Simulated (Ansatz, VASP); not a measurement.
# Sc4Mo: VASP beside Ansatz

File INCAR:

```
SYSTEM = Sc4Mo
  PREC = Accurate
  ENCUT = 520
  EDIFF = 1E-6
  ISMEAR = 0
  SIGMA = 0.1
  LREAL = .False.
  LASPH = .True.
  NELM = 100
  ALGO = Normal
  ISIF = 2
  LWAVE = .False.
  LCHARG = .True.
  GGA = PE
  LELF = .True.
  LVHAR = .True.
  NBANDS = 37
```

Contents of KPOINTS:

```
regular mesh
0
Gamma
  6 6 4
  0 0 0
```

POSCAR

```
Sc4Mo
1.0
    4.9112951100      0.0000000000      0.0000000000
   -2.4556475600      4.2533063300      0.0000000000
    0.0000000000      0.0000000000      5.3462781500
Sc Mo
4 1
Direct
    0.3333333300      0.6666666700      0.5000000000
    0.6666666700      0.3333333300      0.5000000000
    0.3333333300      0.6666666700      0.0000000000
    0.6666666700      0.3333333300      0.0000000000
    0.0000000000      0.0000000000      0.5000000000
```

Input for Ansatz:

```yaml
crystal:
  lattice:
    - [4.91129511, 0.0, 0.0]
    - [-2.45564756, 4.25330633, 0.0]
    - [0.0, 0.0, 5.34627815]
  atoms:
    - { symbol: Sc, position: [0.33333333, 0.66666667, 0.5] }
    - { symbol: Sc, position: [0.66666667, 0.33333333, 0.5] }
    - { symbol: Sc, position: [0.33333333, 0.66666667, 0.0] }
    - { symbol: Sc, position: [0.66666667, 0.33333333, 0.0] }
    - { symbol: Mo, position: [0.0, 0.0, 0.5] }
basis:
  ecutwfc: 420
kpoints:
  mp_grid: { grid: [6, 6, 4] }
hamiltonian:
  xc: pbe
scf:
  occupations: { method: gaussian, width: 0.1 }
  lower_state_search: "off"
output:
  forces: true
  stress: true
  eigenvalues: true
```

Alike in both runs: task single point; functional PBE; k mesh 6 × 6 × 4; occupations gaussian, width 0.1 eV; no spin polarisation.

|  | VASP | Ansatz |
| --- | --- | --- |
| version | VASP 6.6.1 | Ansatz 0.2.0 |
| potentials or method | VASP PAW PBE potentials, release 64 (Sc_sv, Mo_sv), cutoff 520 eV | scalar-relativistic, plane waves, PAW |
| valence electrons in the cell | 58 | 58 |

Ansatz gave:

* gap on the k mesh at the Fermi level (eV): none
* pressure (GPa): 3.3
* traceless stress, the component that is largest in VASP (GPa): 6.04

Which values does VASP return?

gap on the k mesh at the Fermi level (eV): none; pressure (GPa): 3.4; traceless stress, the component that is largest in VASP (GPa): 6.04.

A gap of «none» marks a metal or a gap that the smearing closes.
